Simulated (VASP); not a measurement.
Wanted: the native input for a VASP 6.6.1 run.

```yaml
Task: single point
Functional: PBE
Dispersion: D3(BJ)
Potentials_or_basis: VASP PAW PBE potentials, release 64 (C, H)
Cutoff: 520 eV
k_mesh: 6 × 4 × 1
Occupations: gaussian, width 0.1 eV
Spin: no spin polarisation
Dipole_correction: yes
Further_INCAR_settings: LREAL = Auto; ALGO = Fast; EDIFF = 1e-06; NBANDS = 56
```

The structure of HC20 lies in POSCAR:

```
HC20
1.0
    4.9292027291      0.0000000000      0.0000000000
    0.0000000000      6.8054113579      0.0000000000
    0.0000000000      0.0000000000     22.2346643469
C H
20 1
Direct
    0.3122885183      0.2500141188      0.1798992752
    0.8122885183      0.2500141188      0.1798992752
    0.0622635010      0.2500141188      0.2119095571
    0.5622635010      0.2500141188      0.2119095571
    0.1871989222      0.7499858812      0.2279080302
    0.6871989222      0.7499858812      0.2279080302
    0.4371739048      0.7499858812      0.2599183120
    0.9371739048      0.7499858812      0.2599183120
    0.0621093260      0.2500141188      0.2759167852
    0.5621093260      0.2500141188      0.2759167852
    0.3120409925      0.2500133946      0.3071026518
    0.8120409925      0.2500133946      0.3071026518
    0.4371093881      0.7499905632      0.3309339292
    0.9371093881      0.7499905632      0.3309339292
    0.1866551682      0.7499900467      0.3565506911
    0.6866551682      0.7499900467      0.3565506911
    0.3119519864      0.2500147752      0.3740490919
    0.8119519864      0.2500147752      0.3740490919
    0.0621664184      0.2500173699      0.4018349100
    0.5621664184      0.2500173699      0.4018349100
    0.1454997517      0.4166840366      0.5502518120
```

One way to write it, as run:

INCAR

```
PREC = Accurate ; ENCUT = 520
EDIFF = 1E-6 ; ISMEAR = 0
SIGMA = 0.1 ; LREAL = Auto
LASPH = T ; NELM = 80
ALGO = Fast ; ISIF = 2
LWAVE = F ; LCHARG = T
LDIPOL = T ; IDIPOL = 3
DIPOL = 0.5 0.5 0.305 ; GGA = PE
IVDW = 12 ; LELF = T
LVHAR = T ; LVACPOTAV = T
NBANDS = 56
```

KPOINTS

```
regular mesh
0
Gamma
  6 4 1
```

Potentials or basis: VASP PAW PBE potentials, release 64 (C, H).

Command:

```bash
$ cat potpaw_PBE.64/C/POTCAR potpaw_PBE.64/H/POTCAR > POTCAR
$ mpirun -np 1 vasp_std > vasp.out
```

It gave:

The largest force is 3.525 eV/Å and the band gap on the k mesh is zero (an odd number of electrons rules out a gap without spin polarisation). The dispersion energy per atom is -0.103 eV.

Caveat: an odd number of electrons without spin polarisation forces a metal; a magnetic or distorted state may lie lower.

Wall time 29 min on 1 thread of Oxide Virtual Turin-like Processor, with other jobs on the host, peak memory 0.86 GiB.
